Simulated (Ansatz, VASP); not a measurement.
## One calculation of BN, two programs

Contents of INCAR:

```
PREC = Accurate
ENCUT = 520
EDIFF = 1E-7
ISMEAR = 0
SIGMA = 0.05
LREAL = F
LASPH = T
NELM = 100
ALGO = Normal
ISIF = 2
LWAVE = F
LCHARG = F
GGA = PE
NBANDS = 16
```

Contents of KPOINTS:

```
regular mesh
0
Gamma
  12 12 6
```

The input POSCAR:

```
BN
1.0
    2.6312174989      0.0000000000      0.0000000000
   -1.3156087494      2.2787011969      0.0000000000
    0.0000000000      0.0000000000      4.3512499713
B N
2 2
Direct
    0.6666666667      0.3333333333      0.9998058547
    0.3333333333      0.6666666667      0.4998058547
    0.6666666667      0.3333333333      0.6251941453
    0.3333333333      0.6666666667      0.1251941453
```

Input for Ansatz:

```yaml
crystal:
  lattice:
    - [2.6312174989, 0.0, 0.0]
    - [-1.3156087494, 2.2787011969, 0.0]
    - [0.0, 0.0, 4.3512499713]
  atoms:
    - { symbol: B, position: [0.6666666667, 0.3333333333, 0.9998058547] }
    - { symbol: B, position: [0.3333333333, 0.6666666667, 0.4998058547] }
    - { symbol: "N", position: [0.6666666667, 0.3333333333, 0.6251941453] }
    - { symbol: "N", position: [0.3333333333, 0.6666666667, 0.1251941453] }
basis:
  ecutwfc: 420
kpoints:
  mp_grid: { grid: [12, 12, 6] }
hamiltonian:
  xc: pbe
scf:
  occupations: { method: gaussian, width: 0.05 }
output:
  forces: true
  stress: true
  eigenvalues: true
```

Change from the starting cell: strain +0.030 along x and y, +0.030 along z, atoms carried along.

Alike in both runs: task single point; functional PBE; k mesh 12 × 12 × 6; occupations gaussian, width 0.05 eV; no spin polarisation.

```csv
,VASP,Ansatz
version,VASP 6.6.1,Ansatz 0.2.0
potentials or method,"VASP PAW PBE potentials, release 64 (B, N), cutoff 520 eV","scalar-relativistic, plane waves, PAW"
valence electrons in the cell,16,16
```

```tsv
	VASP	Ansatz	Ansatz less VASP
gap on the k mesh at the Fermi level (eV)	5.32	5.33	+0.014
least direct gap on the mesh (eV)	7.77	7.78	+0.003
pressure (GPa)	-28.0	-27.9	+0.01
traceless stress, the component that is largest in VASP (GPa)	-0.22	-0.20	+0.018
rms of the force components (eV/Å)	0.035	0.036	+0.0013
```

Atom by atom the forces differ by 0.001 eV/Å (rms over components).
